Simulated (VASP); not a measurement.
Input of a VASP 6.6.1 run:

Contents of INCAR:

```
PREC = Accurate
ENCUT = 520
EDIFF = 1E-7
ISMEAR = -1
SIGMA = 0.1
LREAL = F
LASPH = T
NELM = 60
ALGO = Normal
ISIF = 2
LWAVE = F
LCHARG = T
GGA = PE
LELF = T
LVHAR = T
NBANDS = 8
```

File KPOINTS:

```
Automatic mesh
0
Gamma
  24 24 24
```

Contents of POSCAR:

```
C
1.0
   -1.1505524552      1.1505524552      1.1505524552
    1.1505524552     -1.1505524552      1.1505524552
    1.1505524552      1.1505524552     -1.1505524552
C
1
Direct
    0.0000000000      0.0000000000      0.0000000000
```

Potentials or basis: VASP PAW PBE potentials, release 64 (C).

Launch:

```console
$ cat potpaw_PBE.64/C/POTCAR > POTCAR
$ mpirun -np 1 vasp_std > vasp.out
```

Q: Estimate the band gap on the k mesh.

A: Zero (band 2 reaches 19.79 eV, above the bottom of band 3 at 4.21 eV).

Q: Estimate the pressure.

A: 21.2 GPa.
